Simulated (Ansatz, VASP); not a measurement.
**Sn: VASP beside Ansatz**

File INCAR:

```
SYSTEM = Sn
  AGGAC = 1.0
  AGGAX = 1.0
  ALDAC = 0.0
  ALDAX = 1.0
  ALGO = Normal
  EDIFF = 1E-7
  ENCUT = 520
  GGA = B5
  ISIF = 2
  ISMEAR = 1
  LASPH = .True.
  LCHARG = .False.
  LREAL = .False.
  LWAVE = .False.
  NBANDS = 13
  NELM = 60
  PREC = Accurate
  SIGMA = 0.15
```

KPOINTS

```
k-points
0
Gamma
  11 11 11
  0 0 0
```

The input POSCAR:

```
Sn
1.0
   -1.8946520000      1.8946520000      1.8946520000
    1.8946520000     -1.8946520000      1.8946520000
    1.8946520000      1.8946520000     -1.8946520000
Sn
1
Direct
    0.0000000000      0.0000000000      0.0000000000
```

Input for Ansatz:

```yaml
crystal:
  lattice:
    - [-1.894652, 1.894652, 1.894652]
    - [1.894652, -1.894652, 1.894652]
    - [1.894652, 1.894652, -1.894652]
  atoms:
    - { symbol: Sn, position: [0.0, 0.0, 0.0] }
basis:
  ecutwfc: 470.0
kpoints:
  mp_grid:
    grid: [11, 11, 11]
hamiltonian:
  xc: blyp
  pseudopotentials:
    kind: paw
scf:
  convergence:
    dr2_threshold: 1.0e-09
  occupations:
    method: cold
    width: 0.15
output:
  forces: true
  stress: true
```

Alike in both runs: task single point; functional BLYP; k mesh 11 × 11 × 11; no spin polarisation.

```csv
,VASP,Ansatz
version,VASP 6.6.1,Ansatz 0.2.0
potentials or method,"VASP PAW PBE potentials, release 64 (Sn_d), cutoff 520 eV","plane waves, PAW"
occupations,"methfessel-paxton of order 1, width 0.15 eV","cold, width 0.15 eV"
valence electrons in the cell,14,14
```

|  | VASP | Ansatz | Ansatz less VASP |
| --- | --- | --- | --- |
| pressure (GPa) | 5.7 | 5.7 | -0.03 |

VASP's potentials were made for PBE, not for BLYP. Ansatz's warnings: stress scf threshold loose.
